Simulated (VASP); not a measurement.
GaP: single point with PBEsol

Crystal: GaP.

```xyz
4
Lattice="1.9430 1.1218 6.3343 -1.9430 1.1218 6.3343 0.0000 -2.2436 6.3343" Properties=species:S:1:pos:R:3 pbc="T T T"
Ga    0.0000    0.0000    8.2734
Ga    0.0000    0.0000   10.7297
P     0.0000    0.0000    1.0906
P     0.0000    0.0000   17.9125
```

This cell differs from its parent crystal: strain -0.0150 x Voigt [0, 0, 1, 0, 0, 0].

* Program: VASP 6.6.1
* Task: single point
* Functional: PBEsol
* Potentials or basis: VASP PAW PBE potentials, release 64 (Ga_d, P)
* Cutoff: 520 eV
* k mesh: 12 × 12 × 12
* Occupations: methfessel-paxton, width 0.1 eV
* Spin: no spin polarisation

```
Pressure               : -1.6 GPa
Largest force          : 0.334 eV/Å
Band gap on the k mesh : 0.82 eV, indirect (least direct gap 0.93 eV)
```

Forces in eV/Å, atoms in the order of the input:
```
Ga   0.000  0.000 -0.021
Ga   0.000  0.000  0.021
P    0.000  0.000  0.334
P    0.000  0.000 -0.334
```

Stress tensor (GPa, compression positive):
```
-2.82  0.00  0.00
 0.00 -2.82  0.00
 0.00  0.00  0.70
```

Levels at points of the mesh, in eV from the valence-band top:
| k point | band 16 | band 17 | band 18 | band 19 | band 20 | band 21 |
| --- | --- | --- | --- | --- | --- | --- |
| (0.00, 0.00, 0.00) | -0.23 | 0.00 | 0.00 | 0.93 | 1.66 | 2.79 |
| (0.50, 0.00, 0.00) | -2.94 | -2.77 | -1.79 | 1.48 | 2.61 | 3.81 |
| (0.50, 0.50, 0.00) | -3.23 | -1.21 | -0.48 | 0.82 | 1.29 | 1.53 |
| (0.50, 0.50, 0.50) | -1.82 | -0.28 | -0.28 | 0.95 | 2.27 | 3.75 |

Run time: 7.5 min on 1 thread of Intel(R) Xeon(R) 6975P-C (Granite Rapids), with other jobs on the host, peak memory 0.57 GiB.

Caveat: the cell differs from its parent crystal (strain -0.0150 x Voigt [0, 0, 1, 0, 0, 0]); the PAW data sets were made with another functional, which shifts forces and pressure a little. A k mesh can miss the band edges.
